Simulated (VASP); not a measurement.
# MgGe5N (P1) in VASP: relaxation of cell and atoms with PBE

Aim: the relaxation of cell and atoms of MgGe5N with PBE.

All numbers are computed with VASP 6.6.1; they aren't measurements. Logs are shortened: lines on timing, memory, paths and dates and some standing lists are left out, and cuts for length are marked.

## (1) The cell of the first run

The typed cell holds 7 atoms: a = 3.999 Å, b = 3.842 Å, c = 10.000 Å, α = 91.56°, β = 88.59°, γ = 121.24°.

## (2) Relaxation of cell and atoms, PBE

INCAR

```
PREC = Accurate
ENCUT = 600
EDIFF = 1E-7
ISMEAR = 0
SIGMA = 0.2
LREAL = False
LASPH = True
NELM = 100
ALGO = Normal
ISIF = 3
LWAVE = False
LCHARG = False
GGA = PE
IBRION = 2
NSW = 80
EDIFFG = -0.025
```

KPOINTS

```
regular mesh
0
Gamma
  6 6 2
```

POSCAR

```
MgGe5N
1.0
    3.9985789577      0.0041773535      0.0479898691
   -1.9956717846      3.2827289629     -0.0517262028
    0.1256296667     -0.0838265790      9.9988440814
Mg Ge N
1 5 1
Direct
    0.9448937718      0.9278808081      0.0008378477
    0.3218709505      0.6319805233      0.7873777092
    0.3452107021      0.6474607621      0.1922899901
    0.6756137341      0.3537731225      0.3281671416
    0.6651176602      0.3748777237      0.6672306337
    1.0253116396      1.0337766753      0.5081458895
    0.3553148750      0.6969170517      0.0159507883
```

Potentials or basis: VASP PAW PBE potentials, release 64 (Mg, Ge_d, N).

On the command line:

```sh
$ cat potpaw_PBE.64/Mg/POTCAR potpaw_PBE.64/Ge_d/POTCAR potpaw_PBE.64/N/POTCAR > POTCAR
$ mpirun -np 1 vasp_std > vasp.out
```

OUTCAR:

```text
PREC = Accurate
   ENCUT = 600
   EDIFF = 1E-7
   ISMEAR = 0
   LREAL = False
   LASPH = True
   NELM = 100
   ISIF = 3
   GGA = PE
   IBRION = 2
   NSW = 80
   EDIFFG = -0.025

 ion  position               nearest neighbor table
   1  0.945  0.928  0.001-   7 2.05   7 2.24   7 2.53   3 2.79   3 3.02   2 3.04   3 3.07   2 3.10
                             2 3.17
   2  0.322  0.632  0.787-   7 2.29   5 2.36   5 2.59   5 2.74   1 3.04   1 3.10   1 3.17
   3  0.345  0.647  0.192-   7 1.78   4 2.57   4 2.66   4 2.67   1 2.79   1 3.02   1 3.07
   4  0.676  0.354  0.328-   3 2.57   3 2.66   3 2.67   6 2.84   6 2.85
   5  0.665  0.375  0.667-   2 2.36   2 2.59   6 2.71   6 2.72   2 2.74   6 2.84
   6  0.025  0.034  0.508-   5 2.71   5 2.72   5 2.84   4 2.84   4 2.85
   7  0.355  0.697  0.016-   3 1.78   1 2.05   1 2.24   2 2.29   1 2.53

  LATTYP: Found a triclinic cell.
 ALAT       =     3.8420946001
 B/A-ratio  =     1.0018176965
 C/A-ratio  =     2.6027429500
 COS(alpha) =     0.0015916710
 COS(beta)  =     0.0271492368
 COS(gamma) =     0.4593474554

  Lattice vectors:

 A1 = (  -1.9956717846,   3.2827289629,  -0.0517262028)
 A2 = (   2.0029071731,   3.2869063164,  -0.0037363337)
 A3 = (  -0.1256296667,   0.0838265790,  -9.9988440814)

Analysis of symmetry for initial positions (statically):
=====================================================================
 Subroutine PRICEL returns:
 Original cell was already a primitive cell.

 Routine SETGRP: Setting up the symmetry group for a
 triclinic supercell.

 Subroutine GETGRP returns: Found  1 space group operations
 (whereof  1 operations were pure point group operations)
 out of a pool of  2 trial point group operations.

The static configuration has the point symmetry C_1 .

Analysis of symmetry for dynamics (positions and initial velocities):
=====================================================================
 Subroutine PRICEL returns:
 Original cell was already a primitive cell.

 Routine SETGRP: Setting up the symmetry group for a
 triclinic supercell.

 Subroutine GETGRP returns: Found  1 space group operations
 (whereof  1 operations were pure point group operations)
 out of a pool of  2 trial point group operations.

The dynamic configuration has the point symmetry C_1 .

 Subroutine INISYM returns: Found  1 space group operations
 (whereof  1 operations are pure point group operations),
 and found     1 'primitive' translations

----------------------------------------------------------------------------------------

                                     Primitive cell

  volume of cell :     131.3016

  direct lattice vectors                    reciprocal lattice vectors
     3.998578958  0.004177353  0.047989869     0.249952535  0.151924409 -0.001866831
    -1.995671785  3.282728963 -0.051726203    -0.000348751  0.304452872  0.002556801
     0.125629667 -0.083826579  9.998844081    -0.001201462  0.000845834  0.100033747

  length of vectors
     3.998869110  3.842094600  9.999984634     0.292507745  0.304463808  0.100044538

  position of ions in fractional coordinates (direct lattice)
     0.944893772  0.927880808  0.000837848
     0.321870950  0.631980523  0.787377709
     0.345210702  0.647460762  0.192289990
     0.675613734  0.353773123  0.328167142
     0.665117660  0.374877724  0.667230634
     0.025311640  0.033776675  0.508145889
     0.355314875  0.696917052  0.015950788

  ion indices of the primitive-cell ions
   primitive index   ion index
                 1           1
                 2           2
                 3           3
                 4           4
                 5           5
                 6           6
                 7           7

----------------------------------------------------------------------------------------

 KPOINTS: regular mesh

Automatic generation of k-mesh.
 Grid dimensions read from file:
 generate k-points for:    6    6    2

 Generating k-lattice:

  Cartesian coordinates                     Fractional coordinates (reciprocal lattice)
     0.041658756  0.025320735 -0.000311138     0.166666667  0.000000000  0.000000000
    -0.000058125  0.050742145  0.000426134     0.000000000  0.166666667 -0.000000000
    -0.000600731  0.000422917  0.050016874     0.000000000  0.000000000  0.500000000

  Length of vectors
     0.048751291  0.050743968  0.050022269

  Shift w.r.t. Gamma in fractional coordinates (k-lattice)
     0.000000000  0.000000000  0.000000000

 Subroutine IBZKPT returns following result:
 ===========================================

 Found     40 irreducible k-points:

 Following reciprocal coordinates:
            Coordinates               Weight
  0.000000  0.000000  0.000000      1.000000
  0.166667  0.000000 -0.000000      2.000000
  0.333333  0.000000 -0.000000      2.000000
  0.500000  0.000000 -0.000000      1.000000
 -0.000000  0.166667 -0.000000      2.000000
  0.166667  0.166667 -0.000000      2.000000
[... 16 lines left out ...]
  0.333333  0.000000  0.500000      2.000000
  0.500000  0.000000  0.500000      1.000000
 [... further k-points ...]
   k-points           NKPTS =     40   k-points in BZ     NKDIM =     40   number of bands    NBANDS=     46
   number of dos      NEDOS =    301   number of ions     NIONS =      7
   total plane-waves  NPLWV =  81920
   dimension x,y,z NGX =    32 NGY =   32 NGZ =   80
   dimension x,y,z NGXF=    64 NGYF=   64 NGZF=  160
   ions per type =               1   5   1
   NGX,Y,Z   is equivalent  to a cutoff of  13.30, 13.85, 13.30 a.u.
   NGXF,Y,Z  is equivalent  to a cutoff of  26.61, 27.69, 26.60 a.u.
 SYSTEM =  unknown system
   PREC   = accura    normal or accurate (medium, high low for compatibility)
   ISTART =      0    job   : 0-new  1-cont  2-samecut
   ICHARG =      2    charge: 1-file 2-atom 10-const
   ISPIN  =      1    spin polarized calculation?
   LNONCOLLINEAR =      F non collinear calculations
   LSORBIT =      F    spin-orbit coupling
   LASPH  =      T    aspherical Exc in radial PAW
   ENCUT  =  600.0 eV  44.10 Ry    6.64 a.u.   7.99  7.67 19.97*2*pi/ulx,y,z
   NELM   =    100;   NELMIN=  2; NELMDL= -5     # of ELM steps
   EDIFF  = 0.1E-06   stopping-criterion for ELM
   LREAL  =      F    real-space projection
   EDIFFG = -.3E-01   stopping-criterion for IOM
   NSW    =     80    number of steps for IOM
   IBRION =      2    ionic relax: 0-MD 1-quasi-New 2-CG
   NFREE  =      1    steps in history (QN), initial steepest desc. (CG)
   ISIF   =      3    stress and relaxation
   ISYM   =      2    0-nonsym 1-usesym 2-fastsym
   POTIM  = 0.5000    time-step for ionic-motion
   TEBEG  =    0.0;   TEEND  =   0.0 temperature during run
   PSTRESS=    0.0 pullay stress
   NELECT =      77.0000    total number of electrons
   NUPDOWN=      -1.0000    fix difference up-down
   EMIN   =  10.00;   EMAX   =-10.00  energy-range for DOS
   EFERMI =   0.00;   METHOD = LEGACY
   ISMEAR =     0;   SIGMA  =   0.20  broadening in eV -4-tet -1-fermi 0-gaus
   EFERMI_NEDOS =   21; number of points for ismear=-14 and -15
   IALGO  =     38    algorithm
   IMIX   =      4    mixing-type and parameters
     AMIX     =   0.40;   BMIX     =  1.00
     AMIX_MAG =   1.60;   BMIX_MAG =  1.00
  volume/ion in A,a.u.               =      18.76       126.58
  Fermi-wavevector in a.u.,A,eV,Ry     =   1.370298  2.589488 25.547895  1.877717
  Thomas-Fermi vector in A             =   2.496097
   LORBIT       =      0    0 simple, 1 ext, 2 COOP (PROOUT), +10 PAW based schemes
   GGA     = PE    functional components
   LHFCALC =     F    Hartree Fock is set to
   AEXX    =    0.0000 exact exchange contribution
   IVDW    =     0    specifies the selected vdW correction
   LEPSILON=     F    determine dielectric tensor
   LRPA    =     F    only Hartree local field effects (RPA)
 conjugate gradient relaxation of ions
 non-spin polarized calculation
 Gauss-broadening in eV      SIGMA  =   0.20
  energy-cutoff  :      600.00
  volume of cell :      131.30
 maximum number of plane-waves:      4395
   NGX = 15   NGY = 15   NGZ = 39

--------------------------------------- Ionic step        1  -------------------------------------------

 number of electron      77.0000005 magnetization

 Free energy of the ion-electron system (eV)
  ---------------------------------------------------
  ext. energy  EPLUGINS =         0.00000000
  ---------------------------------------------------
  free energy    TOTEN  =       -30.89460326 eV

  energy without entropy =      -30.84966147  energy(sigma->0) =      -30.87213236

------------------------ aborting loop because EDIFF is reached ----------------------------------------

  FORCE on cell =-STRESS in cart. coord.  units (eV):
  Direction    XX          YY          ZZ          XY          YZ          ZX
  --------------------------------------------------------------------------------------
  -------------------------------------------------------------------------------------
  Total        0.9938449     -0.9755759      5.7379516     -0.3757016      0.1802368     -0.9333073
  in kB       12.1271647    -11.9042416     70.0160431     -4.5844132      2.1992987    -11.3884684
  external PRESSURE =      23.4129887 kB  Pullay stress =       0.0000000 kB
[... 104 lines left out ...]
  FREE ENERGIE OF THE ION-ELECTRON SYSTEM (eV)
  ---------------------------------------------------
  free  energy   TOTEN  =       -31.3719564901 eV

  energy  without entropy=      -31.3296187495  energy(sigma->0) =      -31.35078762

[... ionic steps 4 to 23 ...]

--------------------------------------- Ionic step       24  -------------------------------------------

 number of electron      76.9999984 magnetization

------------------------ aborting loop because EDIFF is reached ----------------------------------------
[... 77 lines left out ...]
--------------------------------------- Ionic step       26  -------------------------------------------

 number of electron      76.9999981 magnetization

 Free energy of the ion-electron system (eV)
  ---------------------------------------------------
  ext. energy  EPLUGINS =         0.00000000
  ---------------------------------------------------
  free energy    TOTEN  =       -31.62233293 eV

  energy without entropy =      -31.57758148  energy(sigma->0) =      -31.59995720

 E-fermi :   5.4834     XC(G=0): -10.4283

 val. band max:        5.4763010219   @ k =  -0.0000   0.3333  -0.0000
 cond. band min:       5.5045182870   @ k =   0.0000   0.0000   0.0000
 fundamental gap:      0.0282172651
 Fermi energy:         5.4833990408

 k-point     1 :       0.0000    0.0000    0.0000
  band No.  band energies     occupation
      1     -19.2963      2.00000
      2     -19.2959      2.00000
      3     -19.2942      2.00000
      4     -19.2938      2.00000
      5     -19.2880      2.00000
      6     -19.2752      2.00000
[... 1165 lines left out ...]
     45       9.3954      0.00000
     46       9.9813      0.00000

 [... further k-points ...]
[... 5 lines left out ...]
  --------------------------------------------------------------------------------------
  -------------------------------------------------------------------------------------
  Total        0.0323465      0.0777031      0.0938314      0.0019556      0.0053458      0.0061750
  in kB        0.4000892      0.9610999      1.1605886      0.0241880      0.0661209      0.0763784
  external PRESSURE =       0.8405926 kB  Pullay stress =       0.0000000 kB
[... 22 lines left out ...]
  FREE ENERGIE OF THE ION-ELECTRON SYSTEM (eV)
  ---------------------------------------------------
  free  energy   TOTEN  =       -31.6223329303 eV

  energy  without entropy=      -31.5775814775  energy(sigma->0) =      -31.59995720

 reached required accuracy - stopping structural energy minimisation
```

Run time: 36 min. Hardware: 1 thread of Intel Xeon 6975P-C (Granite Rapids), shared host; peak memory 0.46 GiB.

What came out:

* Free energy: -31.6223 eV
* Relaxed volume: 18.50 Å³/atom
* Relaxed cell: a = 3.868 Å, b = 3.845 Å, c = 10.079 Å, α = 90.00°, β = 90.02°, γ = 120.21°
* Space group after relaxing (to 0.1 Å): P-6m2 (No. 187)
* Energy gained by relaxing: 104.0 meV/atom
* Ionic steps: 26
* Pressure after relaxing: 0.1 GPa
* Largest force after relaxing: 0.022 eV/Å
* Band gap on the k mesh: zero (an odd number of electrons rules out a gap without spin polarisation)

Forces in eV/Å, atoms in the order of the input:
```
Mg   0.006  0.015 -0.005
Ge  -0.010 -0.003  0.004
Ge  -0.003  0.006  0.013
Ge   0.011 -0.017 -0.007
Ge   0.003 -0.010 -0.013
Ge  -0.005  0.008  0.016
N   -0.002  0.002 -0.007
```

Step by step:
| step | energy change (eV) | largest force (eV/Å) | pressure (GPa) | volume (Å³) |
| --- | --- | --- | --- | --- |
| 1 | 0.0000 | 3.3924 | 2.34 | 131.30 |
| 2 | -0.4667 | 0.6934 | -3.20 | 136.50 |
| 3 | -0.4774 | 0.7175 | -2.56 | 135.38 |
| 4 | -0.6117 | 0.6002 | -0.30 | 130.25 |
| 5 | -0.6347 | 0.5287 | 1.33 | 127.22 |
| 6 | -0.6834 | 0.3089 | 0.64 | 128.34 |
| 7 | -0.6969 | 0.2523 | 0.14 | 129.32 |
| 8 | -0.7134 | 0.1292 | -0.18 | 129.90 |
| 9 | -0.7176 | 0.1064 | -0.41 | 130.37 |
| 10 | -0.7209 | 0.0735 | 0.22 | 129.21 |
| 11 | -0.7209 | 0.0736 | 0.22 | 129.18 |
| 12 | -0.7229 | 0.0614 | 0.09 | 129.42 |
| 13 | -0.7234 | 0.0551 | 0.00 | 129.58 |
| 14 | -0.7244 | 0.0446 | -0.05 | 129.67 |
| 15 | -0.7249 | 0.0451 | -0.10 | 129.77 |
| 16 | -0.7254 | 0.0354 | 0.13 | 129.40 |
| 17 | -0.7254 | 0.0336 | 0.13 | 129.33 |
| 18 | -0.7260 | 0.0282 | 0.06 | 129.50 |
| 19 | -0.7261 | 0.0342 | 0.00 | 129.61 |
| 20 | -0.7260 | 0.0469 | -0.11 | 129.83 |
| 21 | -0.7261 | 0.0380 | -0.03 | 129.68 |
| 22 | -0.7266 | 0.0317 | -0.05 | 129.75 |
| 23 | -0.7270 | 0.0286 | -0.16 | 129.90 |
| 24 | -0.7274 | 0.0289 | -0.02 | 129.69 |
| 25 | -0.7275 | 0.0301 | 0.09 | 129.49 |
| 26 | -0.7277 | 0.0216 | 0.08 | 129.53 |

Final structure:
```yaml
crystal:
  lattice:
    - [3.86809, -0.00014, -0.00112]
    - [-1.93422, 3.32265, -0.00061]
    - [-0.00123, 0.00038, 10.07879]
  atoms:
    - { symbol: Mg, position: [0.99548, 0.99172, 0.00006] }
    - { symbol: Ge, position: [0.33487, 0.66692, 0.79429] }
    - { symbol: Ge, position: [0.33194, 0.66628, 0.20550] }
    - { symbol: Ge, position: [0.66723, 0.33767, 0.33027] }
    - { symbol: Ge, position: [0.67019, 0.33778, 0.67050] }
    - { symbol: Ge, position: [0.00377, 0.00626, 0.49932] }
    - { symbol: N, position: [0.32985, 0.66004, 0.00006] }
```

Caveat: an odd number of electrons without spin polarisation forces a metal; a magnetic or distorted state may lie lower.

The gap in the log of VASP goes by the Fermi energy; the results here count the filled bands.